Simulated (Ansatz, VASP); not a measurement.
**Two plane-wave programs on Rb**

INCAR

```
PREC = Accurate ; ENCUT = 520
EDIFF = 1E-6 ; ISMEAR = 0
SIGMA = 0.15 ; LREAL = F
LASPH = T ; NELM = 60
ALGO = Fast ; ISIF = 2
LWAVE = F ; LCHARG = F
GGA = PE ; IVDW = 12
NBANDS = 10
```

File KPOINTS:

```
regular mesh
0
Gamma
  12 12 12
```

The input POSCAR:

```
Rb
1.0
    0.0000000000      3.4942892832      3.6398846700
    3.4942892832      0.0000000000      3.6398846700
    3.4942892832      3.4942892832      0.0000000000
Rb
1
Direct
    0.0000000000      0.0000000000      0.0000000000
```

Input for Ansatz:

```yaml
crystal:
  lattice:
    - [0.0, 3.4942892832, 3.63988467]
    - [3.4942892832, 0.0, 3.63988467]
    - [3.4942892832, 3.4942892832, 0.0]
  atoms:
    - { symbol: Rb, position: [0.0, 0.0, 0.0] }
basis:
  ecutwfc: 420
kpoints:
  mp_grid: { grid: [12, 12, 12] }
hamiltonian:
  xc: pbe
  dispersion: d3bj
scf:
  occupations: { method: gaussian, width: 0.15 }
output:
  forces: true
  stress: true
  eigenvalues: true
```

Change from the starting cell: strain -0.040 along x and y, +0.000 along z, atoms carried along.

Alike in both runs: task single point; functional PBE; dispersion D3(BJ); k mesh 12 × 12 × 12; occupations gaussian, width 0.15 eV; no spin polarisation.

|  | VASP | Ansatz |
| --- | --- | --- |
| version | VASP 6.6.1 | Ansatz 0.2.0 |
| potentials or method | VASP PAW PBE potentials, release 64 (Rb_sv), cutoff 520 eV | scalar-relativistic, plane waves, PAW |
| valence electrons in the cell | 9 | 9 |

```tsv
	VASP	Ansatz	Ansatz less VASP
gap on the k mesh at the Fermi level (eV)	none	none	-
pressure (GPa)	-0.1	-0.1	0.00
```

A gap of «none» marks a metal or a gap that the smearing closes.
